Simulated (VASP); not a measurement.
Input of a VASP 6.6.1 run:

The input INCAR:

```
SYSTEM = PdPt2Se3
PREC     = Accurate       ! precision mode
ENCUT    = 520            ! plane-wave cutoff, eV
EDIFF    = 1E-6           ! SCF threshold, eV
ISMEAR   = 0              ! smearing method
SIGMA    = 0.1            ! smearing width, eV
LREAL    = .FALSE.        ! projectors in reciprocal space
LASPH    = .TRUE.         ! aspherical terms in the spheres
NELM     = 100            ! most SCF steps
ALGO     = Normal         ! electronic algorithm
ISIF     = 2              ! what is computed and relaxed
LWAVE    = .FALSE.        ! write WAVECAR
LCHARG   = .TRUE.         ! write CHGCAR
GGA      = PE             ! functional
LELF     = .TRUE.         ! ELF
LVHAR    = .TRUE.       
NBANDS   = 33             ! bands
```

File KPOINTS:

```
Automatic mesh
0
G
  3 3 6
  0 0 0
```

The input POSCAR:

```
PdPt2Se3
1.0
    6.3090639400      0.0000000000      0.0000000000
   -3.1545319700      5.4638096500      0.0000000000
    0.0000000000      0.0000000000      3.7085333400
Pd Pt Se
1 2 3
Direct
    0.0000000000      0.0000000000      0.5000000000
    0.3333333300      0.6666666700      0.5000000000
    0.6666666700      0.3333333300      0.5000000000
    0.0000000000      0.5000000000      0.0000000000
    0.5000000000      0.0000000000      0.0000000000
    0.5000000000      0.5000000000      0.0000000000
```

Potentials or basis: VASP PAW PBE potentials, release 64 (Pd, Pt, Se).

Command:

```console
$ cat potpaw_PBE.64/Pd/POTCAR potpaw_PBE.64/Pt/POTCAR potpaw_PBE.64/Se/POTCAR > POTCAR
$ mpirun -np 1 vasp_std > vasp.out
```

(1) Estimate the pressure.

(2) Predict the band gap on the k mesh.

Results:

(1) 0.4 GPa.

(2) zero (bands 24 and 25 overlap by 0.87 eV).

Caveat: the k points lie up to 0.38 Å⁻¹ apart, too coarse for converged energies and pressures of a metal; spin-orbit coupling is left out, which moves the levels of the heavy elements.
